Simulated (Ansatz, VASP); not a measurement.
**Two plane-wave programs on Pb**

The input INCAR:

```
PREC = Accurate
ENCUT = 520
EDIFF = 1E-6
ISMEAR = -1
SIGMA = 0.1
LREAL = False
LASPH = True
NELM = 80
ALGO = Normal
ISIF = 2
LWAVE = False
LCHARG = True
GGA = B5
ALDAX = 1.0
AGGAX = 1.0
AGGAC = 1.0
ALDAC = 0.0
LELF = True
LVHAR = True
NBANDS = 28
```

KPOINTS

```
Automatic mesh
0
Gamma
  7 7 10
```

File POSCAR:

```
Pb
1.0
    5.7310302499      0.0000000000      0.0000000000
   -2.8655151250      4.9632177862      0.0000000000
    0.0000000000      0.0000000000      3.4093805829
Pb
3
Direct
    0.0000000000      1.0000000000      0.0000000000
    0.3333333333      0.6666666667      0.5000000000
    0.6666666667      0.3333333333      0.5000000000
```

Input for Ansatz:

```yaml
crystal:
  lattice:
    - [5.7310302499, 0.0, 0.0]
    - [-2.865515125, 4.9632177862, 0.0]
    - [0.0, 0.0, 3.4093805829]
  atoms:
    - { symbol: Pb, position: [0.0, 1.0, 0.0] }
    - { symbol: Pb, position: [0.3333333333, 0.6666666667, 0.5] }
    - { symbol: Pb, position: [0.6666666667, 0.3333333333, 0.5] }
hamiltonian:
  xc: blyp
  pseudopotentials:
    kind: paw
    azcp:
      Pb: "pseudopotentials/Pb.paw.azcp"
basis:
  ecutwfc: 420
  fft_grid_basis: typed
kpoints:
  mp_grid: { grid: [7, 7, 10], shift: [0, 0, 0] }
magnetization:
  spin_polarized: false
scf:
  occupations: { method: fermi_dirac, width: 0.1 }
  lower_state_search: "off"
output:
  stress: true
```

Alike in both runs: task single point; functional BLYP; k mesh 7 × 7 × 10; occupations fermi-dirac, width 0.1 eV; no spin polarisation.

|  | VASP | Ansatz |
| --- | --- | --- |
| version | VASP 6.6.1 | Ansatz 0.2.0 |
| potentials or method | VASP PAW PBE potentials, release 64 (Pb_d), cutoff 520 eV | plane waves (420 eV) with PAW, scalar-relativistic |
| valence electrons in the cell | 42 | 42 |

Ansatz gave:

```
pressure (GPa)                                                : 3.1
traceless stress, the component that is largest in VASP (GPa) : -0.46
```

What did VASP give for the same quantities?

Pressure (GPa): 3.2; traceless stress, the component that is largest in VASP (GPa): -0.45.

VASP's potentials were made for PBE, not for BLYP. With one functional, cell and mesh, what is left measures potentials, basis and numerics.

Neither program's run includes spin-orbit coupling.
